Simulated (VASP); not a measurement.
# C (C2/m) in VASP: a series of runs

Runs on C. Level: PBE. Tasks: single point.

All numbers are computed with VASP 6.6.1; they aren't measurements. Logs are shortened: lines on timing, memory, paths and dates and some standing lists are left out, and cuts for length are marked.

## 1. The cell of the first run

Symmetry: C2/m, No. 12, monoclinic system. The conventional cell has a = 4.374 Å, b = 2.525 Å, c = 4.374 Å, α = 90.00°, β = 109.47°, γ = 90.00°. C (site symmetry m) has 4 C at 1.55 Å within 2.1 Å. Within 2.1 Å of C (site symmetry m) lie 4 C at 1.55 Å.

## 2. Single point, PBE (atoms displaced along a vibrational mode)

The input, INCAR:

```
  PREC = Accurate
  ENCUT = 520
  EDIFF = 1E-6
  ISMEAR = 0
  SIGMA = 0.05
  LREAL = F
  LASPH = T
  NELM = 80
  ALGO = Normal
  ISIF = 2
  LWAVE = F
  LCHARG = F
  GGA = PE
  ISYM = 0
  NBANDS = 16
```

The input, KPOINTS:

```
Automatic mesh
0
Gamma
  12 12 10
```

The input, POSCAR:

```
C
1.0
    0.0000000000     -1.7857375322     -1.7857375322
   -1.7857375322      0.0000000000     -1.7857375322
    1.7857375322      1.7857375322     -3.5714750644
C
4
Direct
    0.7225660668      0.7637169587      0.7500000158
    0.2774339332      0.2362830413      0.2499999842
    0.3475660668      0.3887169587      0.8750000158
    0.9024339332      0.8612830413      0.3749999842
```

Potentials or basis: VASP PAW PBE potentials, release 64 (C).

Command:

```bash
$ cat potpaw_PBE.64/C/POTCAR > POTCAR
$ mpirun -np 1 vasp_std > vasp.out
```

OUTCAR:

```text
PREC = Accurate
   ENCUT = 520
   EDIFF = 1E-6
   ISMEAR = 0
   LREAL = F
   LASPH = T
   NELM = 80
   ISIF = 2
   GGA = PE
   ISYM = 0

 ion  position               nearest neighbor table
   1  0.723  0.764  0.750-   3 1.55   3 1.55   3 1.55   4 1.55
   2  0.277  0.236  0.250-   4 1.55   4 1.55   4 1.55   3 1.55
   3  0.348  0.389  0.875-   1 1.55   1 1.55   1 1.55   2 1.55
   4  0.902  0.861  0.375-   2 1.55   2 1.55   2 1.55   1 1.55

IMPORTANT INFORMATION: All symmetrisations will be switched off!
NOSYMM: (Re-)initialisation of all symmetry stuff for point group C_1.

----------------------------------------------------------------------------------------

                                     Primitive cell

  volume of cell :      22.7779

  direct lattice vectors                    reciprocal lattice vectors
     0.000000000 -1.785737532 -1.785737532     0.139998177 -0.419994532 -0.139998177
    -1.785737532  0.000000000 -1.785737532    -0.419994532  0.139998177 -0.139998177
     1.785737532  1.785737532 -3.571475064     0.139998177  0.139998177 -0.139998177

  length of vectors
     2.525414237  2.525414237  4.374145768     0.464321426  0.464321426  0.242483956

  position of ions in fractional coordinates (direct lattice)
     0.722566067  0.763716959  0.750000016
     0.277433933  0.236283041  0.249999984
     0.347566067  0.388716959  0.875000016
     0.902433933  0.861283041  0.374999984

  ion indices of the primitive-cell ions
   primitive index   ion index
                 1           1
                 2           2
                 3           3
                 4           4

----------------------------------------------------------------------------------------

 KPOINTS: Automatic mesh

Automatic generation of k-mesh.
 Grid dimensions read from file:
 generate k-points for:   12   12   10

 Generating k-lattice:

  Cartesian coordinates                     Fractional coordinates (reciprocal lattice)
     0.011666515 -0.034999544 -0.011666515     0.083333333  0.000000000  0.000000000
    -0.034999544  0.011666515 -0.011666515     0.000000000  0.083333333  0.000000000
     0.013999818  0.013999818 -0.013999818     0.000000000  0.000000000  0.100000000

  Length of vectors
     0.038693452  0.038693452  0.024248396

  Shift w.r.t. Gamma in fractional coordinates (k-lattice)
     0.000000000  0.000000000  0.000000000

 -----------------------------------------------------------------------------
|                                                                             |
|           W    W    AA    RRRRR   N    N  II  N    N   GGGG   !!!           |
|           W    W   A  A   R    R  NN   N  II  NN   N  G    G  !!!           |
|           W    W  A    A  R    R  N N  N  II  N N  N  G       !!!           |
|           W WW W  AAAAAA  RRRRR   N  N N  II  N  N N  G  GGG   !            |
|           WW  WW  A    A  R   R   N   NN  II  N   NN  G    G                |
|           W    W  A    A  R    R  N    N  II  N    N   GGGG   !!!           |
|                                                                             |
|     Your reciprocal lattice and k-lattice belong to different lattice       |
|     classes:                                                                |
|                                                                             |
|        The reciprocal lattice is rhombohedral (trigonal),                   |
|        whereas your k-lattice is base-centered monoclinic.                  |
|                                                                             |
|     Results are often still useful ...                                      |
|                                                                             |
 -----------------------------------------------------------------------------

 WARNING: IBZKPT: internal override: KBLOWUP is changed to .FALSE.
      ... skipping the blow-up phase ...

 Subroutine IBZKPT returns following result:
 ===========================================

 Found    724 irreducible k-points:

 Following reciprocal coordinates:
            Coordinates               Weight
  0.000000  0.000000  0.000000      1.000000
  0.083333  0.000000  0.000000      2.000000
  0.166667  0.000000 -0.000000      2.000000
  0.250000  0.000000 -0.000000      2.000000
  0.333333  0.000000 -0.000000      2.000000
  0.416667  0.000000  0.000000      2.000000
[... 16 lines left out ...]
  0.250000  0.166667 -0.000000      2.000000
  0.333333  0.166667 -0.000000      2.000000
 [... further k-points ...]
   k-points           NKPTS =    724   k-points in BZ     NKDIM =    724   number of bands    NBANDS=     16
   number of dos      NEDOS =    301   number of ions     NIONS =      4
   total plane-waves  NPLWV =  14400
   dimension x,y,z NGX =    20 NGY =   20 NGZ =   36
   dimension x,y,z NGXF=    40 NGYF=   40 NGZF=   72
   ions per type =               4
   NGX,Y,Z   is equivalent  to a cutoff of  13.17, 13.17, 13.68 a.u.
   NGXF,Y,Z  is equivalent  to a cutoff of  26.33, 26.33, 27.36 a.u.
 SYSTEM =  unknown system
   PREC   = accura    normal or accurate (medium, high low for compatibility)
   ISTART =      0    job   : 0-new  1-cont  2-samecut
   ICHARG =      2    charge: 1-file 2-atom 10-const
   ISPIN  =      1    spin polarized calculation?
   LNONCOLLINEAR =      F non collinear calculations
   LSORBIT =      F    spin-orbit coupling
   LASPH  =      T    aspherical Exc in radial PAW
   ENCUT  =  520.0 eV  38.22 Ry    6.18 a.u.   4.70  4.70  8.13*2*pi/ulx,y,z
   NELM   =     80;   NELMIN=  2; NELMDL= -5     # of ELM steps
   EDIFF  = 0.1E-05   stopping-criterion for ELM
   LREAL  =      F    real-space projection
   EDIFFG = 0.1E-04   stopping-criterion for IOM
   NSW    =      0    number of steps for IOM
   IBRION =     -1    ionic relax: 0-MD 1-quasi-New 2-CG
   NFREE  =      0    steps in history (QN), initial steepest desc. (CG)
   ISIF   =      2    stress and relaxation
   ISYM   =      0    0-nonsym 1-usesym 2-fastsym
   POTIM  = 0.5000    time-step for ionic-motion
   TEBEG  =    0.0;   TEEND  =   0.0 temperature during run
   PSTRESS=    0.0 pullay stress
   NELECT =      16.0000    total number of electrons
   NUPDOWN=      -1.0000    fix difference up-down
   EMIN   =  10.00;   EMAX   =-10.00  energy-range for DOS
   EFERMI =   0.00;   METHOD = LEGACY
   ISMEAR =     0;   SIGMA  =   0.05  broadening in eV -4-tet -1-fermi 0-gaus
   EFERMI_NEDOS =   21; number of points for ismear=-14 and -15
   IALGO  =     38    algorithm
   IMIX   =      4    mixing-type and parameters
     AMIX     =   0.40;   BMIX     =  1.00
     AMIX_MAG =   1.60;   BMIX_MAG =  1.00
  volume/ion in A,a.u.               =       5.69        38.43
  Fermi-wavevector in a.u.,A,eV,Ry     =   1.455271  2.750063 28.814604  2.117814
  Thomas-Fermi vector in A             =   2.572325
   LORBIT       =      0    0 simple, 1 ext, 2 COOP (PROOUT), +10 PAW based schemes
   GGA     = PE    functional components
   LHFCALC =     F    Hartree Fock is set to
   AEXX    =    0.0000 exact exchange contribution
   IVDW    =     0    specifies the selected vdW correction
   LEPSILON=     F    determine dielectric tensor
   LRPA    =     F    only Hartree local field effects (RPA)
 non-spin polarized calculation
 Gauss-broadening in eV      SIGMA  =   0.05
  energy-cutoff  :      520.00
  volume of cell :       22.78
 maximum number of plane-waves:       633
   NGX =  9   NGY =  9   NGZ = 17

 number of electron      16.0000001 magnetization

 Free energy of the ion-electron system (eV)
  ---------------------------------------------------
  ext. energy  EPLUGINS =         0.00000000
  ---------------------------------------------------
  free energy    TOTEN  =       -36.27678356 eV

  energy without entropy =      -36.27678356  energy(sigma->0) =      -36.27678356

 E-fermi :   9.9672     XC(G=0): -13.2362

 val. band max:        9.7265401387   @ k =   0.0000   0.0000   0.0000
 cond. band min:      13.7964794954   @ k =  -0.3333   0.0000   0.3000
 fundamental gap:      4.0699393566
 Fermi energy:         9.9672376717

 k-point     1 :       0.0000    0.0000    0.0000
  band No.  band energies     occupation
      1     -11.7489      2.00000
      2      -6.0009      2.00000
      3      -3.6318      2.00000
      4       6.9018      2.00000
      5       6.9203      2.00000
      6       9.5877      2.00000
[... 8 lines left out ...]
     15      22.8342      0.00000
     16      25.3524      0.00000

 k-point     2 :       0.0833    0.0000    0.0000
  band No.  band energies     occupation
      1     -11.5730      2.00000
      2      -5.9017      2.00000
      3      -3.4151      2.00000
      4       6.1255      2.00000
      5       6.6679      2.00000
      6       8.7064      2.00000
[... 8 lines left out ...]
     15      22.9783      0.00000
     16      25.2868      0.00000

 k-point     3 :       0.1667    0.0000   -0.0000
  band No.  band energies     occupation
      1     -11.0471      2.00000
      2      -5.5905      2.00000
      3      -2.7935      2.00000
      4       4.2262      2.00000
      5       6.1108      2.00000
      6       6.7763      2.00000
[... 8 lines left out ...]
     15      23.0905      0.00000
     16      24.9988      0.00000

 k-point     4 :       0.2500    0.0000   -0.0000
  band No.  band energies     occupation
      1     -10.1774      2.00000
      2      -5.0516      2.00000
      3      -1.8603      2.00000
      4       1.9566      2.00000
      5       4.6024      2.00000
      6       5.4938      2.00000
[... 8 lines left out ...]
     15      23.1649      0.00000
     16      24.4617      0.00000
[... 324 lines left out ...]
 k-point    22 :       0.1667    0.1667   -0.0000
  band No.  band energies     occupation
      1     -10.9838      2.00000
      2      -6.0153      2.00000
      3      -2.2828      2.00000
      4       4.7054      2.00000
      5       5.7172      2.00000
      6       5.9608      2.00000
[... 8 lines left out ...]
     15      23.4884      0.00000
     16      23.9280      0.00000

 k-point    23 :       0.2500    0.1667   -0.0000
  band No.  band energies     occupation
      1     -10.4301      2.00000
      2      -5.8040      2.00000
      3      -1.5715      2.00000
      4       3.5209      2.00000
      5       4.5399      2.00000
      6       5.0289      2.00000
[... 8 lines left out ...]
     15      23.0608      0.00000
     16      23.7277      0.00000

 k-point    24 :       0.3333    0.1667   -0.0000
  band No.  band energies     occupation
      1      -9.5365      2.00000
      2      -5.3079      2.00000
      3      -0.7212      2.00000
      4       1.9082      2.00000
      5       3.3049      2.00000
      6       4.1169      2.00000
[... 8 lines left out ...]
     15      22.4552      0.00000
     16      24.5265      0.00000

 [... further k-points ...]

------------------------ aborting loop because EDIFF is reached ----------------------------------------

  FORCE on cell =-STRESS in cart. coord.  units (eV):
  Direction    XX          YY          ZZ          XY          YZ          ZX
  --------------------------------------------------------------------------------------
  -------------------------------------------------------------------------------------
  Total        0.1359676     -0.0383142      0.1359625      0.0405121     -0.0406331      0.0257015
  in kB        9.5638589     -2.6949928      9.5634969      2.8495892     -2.8581036      1.8078247
  external PRESSURE =       5.4774543 kB  Pullay stress =       0.0000000 kB

 VOLUME and BASIS-vectors are now :
 -----------------------------------------------------------------------------
  energy-cutoff  :      520.00
  volume of cell :       22.78
      direct lattice vectors                 reciprocal lattice vectors
     0.000000000 -1.785737532 -1.785737532     0.139998177 -0.419994532 -0.139998177
    -1.785737532  0.000000000 -1.785737532    -0.419994532  0.139998177 -0.139998177
     1.785737532  1.785737532 -3.571475064     0.139998177  0.139998177 -0.139998177

 POSITION                                       TOTAL-FORCE (eV/Angst)
 -----------------------------------------------------------------------------------
     -0.02449      0.04899     -5.33272         0.309857     -0.645078     -0.309858
      0.02449     -0.04899     -1.81023        -0.336346      0.645078      0.336372
      0.86837      0.94186     -4.43985         0.336346     -0.645078     -0.336372
     -0.86837     -0.94186     -4.48884        -0.309857      0.645078      0.309858
 -----------------------------------------------------------------------------------
    total drift:                               -0.000000      0.000000      0.000000

  FREE ENERGIE OF THE ION-ELECTRON SYSTEM (eV)
  ---------------------------------------------------
  free  energy   TOTEN  =       -36.2767835632 eV

  energy  without entropy=      -36.2767835632  energy(sigma->0) =      -36.27678356
```

Run time: 94 s. Hardware: 1 thread of AMD EPYC 9R45 (Zen 5), shared host; peak memory 0.25 GiB.

Results:

- Free energy: -36.2768 eV
- Pressure: 0.5 GPa
- Largest force: 0.801 eV/Å
- Band gap on the k mesh: 4.07 eV

Forces on the atoms (eV/Å):
```
C    0.310 -0.645 -0.310
C   -0.336  0.645  0.336
C    0.336 -0.645 -0.336
C   -0.310  0.645  0.310
```

Stress tensor (GPa, compression positive):
```
 0.96  0.28  0.18
 0.28 -0.27 -0.29
 0.18 -0.29  0.96
```

Levels at points of the mesh, in eV from the valence-band top:
| k point | band 6 | band 7 | band 8 | band 9 | band 10 | band 11 |
| --- | --- | --- | --- | --- | --- | --- |
| (0.00, 0.00, 0.00) | -0.14 | -0.08 | 0.00 | 5.51 | 5.55 | 5.55 |
| (0.50, 0.00, 0.00) | -6.67 | -4.93 | -4.89 | 5.93 | 6.03 | 10.46 |
| (0.00, 0.50, 0.00) | -6.73 | -4.89 | -4.87 | 5.97 | 6.02 | 10.74 |
| (0.50, 0.50, 0.00) | -6.29 | -2.91 | -2.78 | 4.62 | 4.79 | 8.33 |
| (0.00, 0.00, 0.50) | -1.91 | -1.66 | -1.65 | 7.16 | 7.40 | 7.56 |
| (0.50, 0.00, 0.50) | -6.28 | -2.85 | -2.78 | 4.51 | 4.69 | 8.42 |
| (0.00, 0.50, 0.50) | -6.29 | -2.91 | -2.78 | 4.62 | 4.79 | 8.33 |
| (0.50, 0.50, 0.50) | -6.73 | -4.89 | -4.87 | 5.97 | 6.02 | 10.74 |

Caveat: the cell differs from its parent crystal (atoms displaced along a vibrational mode). A k mesh can miss the band edges.

## 3. Single point, PBE (atoms displaced along a vibrational mode)

The input, INCAR:

```
ALGO     = Normal         # electronic algorithm
EDIFF    = 1E-7           # SCF threshold, eV
ENCUT    = 520            # plane-wave cutoff, eV
GGA      = PE             # functional
ISIF     = 2              # what is computed and relaxed
ISMEAR   = 0              # smearing method
ISYM     = 0            
LASPH    = True           # aspherical terms in the spheres
LCHARG   = False          # write CHGCAR
LREAL    = False          # projectors in reciprocal space
LWAVE    = False          # write WAVECAR
NBANDS   = 16             # bands
NELM     = 60             # most SCF steps
PREC     = Accurate       # precision mode
SIGMA    = 0.05           # smearing width, eV
```

The input, KPOINTS:

```
k-points
0
Gamma
  12 12 10
```

The input, POSCAR:

```
C
1.0
    0.0000000000     -1.7857375322     -1.7857375322
   -1.7857375322      0.0000000000     -1.7857375322
    1.7857375322      1.7857375322     -3.5714750644
C
4
Direct
    0.7637169666      0.7431415206      0.7499999921
    0.2362830334      0.2568584794      0.2500000079
    0.3887169666      0.3681415206      0.8749999921
    0.8612830334      0.8818584794      0.3750000079
```

Potentials or basis: VASP PAW PBE potentials, release 64 (C).

Command:

```bash
$ cat potpaw_PBE.64/C/POTCAR > POTCAR
$ mpirun -np 1 vasp_std > vasp.out
```

Run time: 1.7 min. Hardware: 1 thread of AMD EPYC 9R45 (Zen 5), shared host; peak memory 0.25 GiB.

Results (log left out):

```yaml
Free_energy: -36.3479 eV
Pressure: 0.7 GPa
Largest_force: 0.397 eV/Å
Band_gap_on_the_k_mesh: 4.15 eV
```

Forces on the atoms (eV/Å):
```
C   -0.165  0.322  0.165
C    0.158 -0.322 -0.158
C   -0.158  0.322  0.158
C    0.165 -0.322 -0.165
```

Stress tensor (GPa, compression positive):
```
 0.77  0.07  0.05
 0.07  0.46 -0.07
 0.05 -0.07  0.77
```

Levels at points of the mesh, in eV from the valence-band top:
```
           k point  band 6  band 7  band 8  band 9  band 10  band 11
(0.00, 0.00, 0.00)   -0.04   -0.02    0.00    5.56     5.57     5.57
(0.50, 0.00, 0.00)   -6.69   -4.88   -4.86    6.02     6.07    10.95
(0.00, 0.50, 0.00)   -6.72   -4.87   -4.86    6.04     6.06    11.12
(0.50, 0.50, 0.00)   -6.28   -2.82   -2.79    4.72     4.76     8.41
(0.00, 0.00, 0.50)   -1.82   -1.68   -1.68    7.51     7.60     7.74
(0.50, 0.00, 0.50)   -6.28   -2.80   -2.79    4.69     4.74     8.44
(0.00, 0.50, 0.50)   -6.28   -2.82   -2.79    4.72     4.76     8.41
(0.50, 0.50, 0.50)   -6.72   -4.87   -4.86    6.04     6.06    11.12
```

Caveat: the cell differs from its parent crystal (atoms displaced along a vibrational mode).
